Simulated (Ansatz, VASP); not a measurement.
Given: the input of a run of Ansatz 0.2.0 on HfGe.

Contents of input.yaml:

```yaml
crystal:
  lattice:
    - [3.4293721463, 0.0, 0.0]
    - [0.0, 3.4293721463, 0.0]
    - [0.0, 0.0, 3.4293721463]
  atoms:
    - { symbol: Hf, position: [0.0, 0.0, 0.0] }
    - { symbol: Ge, position: [0.5, 0.5, 0.5] }
kpoints:
  mp_grid: { grid: [8, 8, 8] }
scf:
  occupations: { method: fermi_dirac, width: 0.05 }
hamiltonian:
  xc: pbe
  pseudopotentials: { kind: all_electron, lapw: { basis_error: 0.0005 } }
output:
  forces: true
  stress: true
  eigenvalues: true
```

Potentials or basis: all-electron LAPW, scalar-relativistic.

Launch:

```bash
$ ansatz run input.yaml --threads 1 --pin off --max-ram 3072MiB --backend cpu --events-out ev --progress --plain --runs-dir out
```

Set up the same calculation for VASP 6.6.1. Potentials there: VASP PAW PBE potentials, release 64 (Hf_pv, Ge_d).

As run (the cutoff follows the program's own potentials):

Contents of INCAR:

```
PREC = Accurate
ENCUT = 520
EDIFF = 1E-7
ISMEAR = -1
SIGMA = 0.05
LREAL = F
LASPH = T
NELM = 100
ALGO = Normal
ISIF = 2
LWAVE = F
LCHARG = T
GGA = PE
LELF = T
LVHAR = T
NBANDS = 19
```

KPOINTS

```
Automatic mesh
0
Gamma
  8 8 8
```

The input POSCAR:

```
HfGe
1.0
    3.4293721463      0.0000000000      0.0000000000
    0.0000000000      3.4293721463      0.0000000000
    0.0000000000      0.0000000000      3.4293721463
Hf Ge
1 1
Direct
    0.0000000000      0.0000000000      0.0000000000
    0.5000000000      0.5000000000      0.5000000000
```

Potentials or basis: VASP PAW PBE potentials, release 64 (Hf_pv, Ge_d).

The run is started by

```console
$ cat potpaw_PBE.64/Hf_pv/POTCAR potpaw_PBE.64/Ge_d/POTCAR > POTCAR
$ mpirun -np 1 vasp_std > vasp.out
```

Both were run:

|  | VASP | Ansatz | Ansatz less VASP |
| --- | --- | --- | --- |
| gap on the k mesh at the Fermi level (eV) | none | none | - |
| pressure (GPa) | -7.2 | -6.8 | +0.39 |

A gap of «none» marks a metal or a gap that the smearing closes. Ansatz ran all-electron here, and VASP with PAW potentials.

Spin-orbit coupling is off throughout.
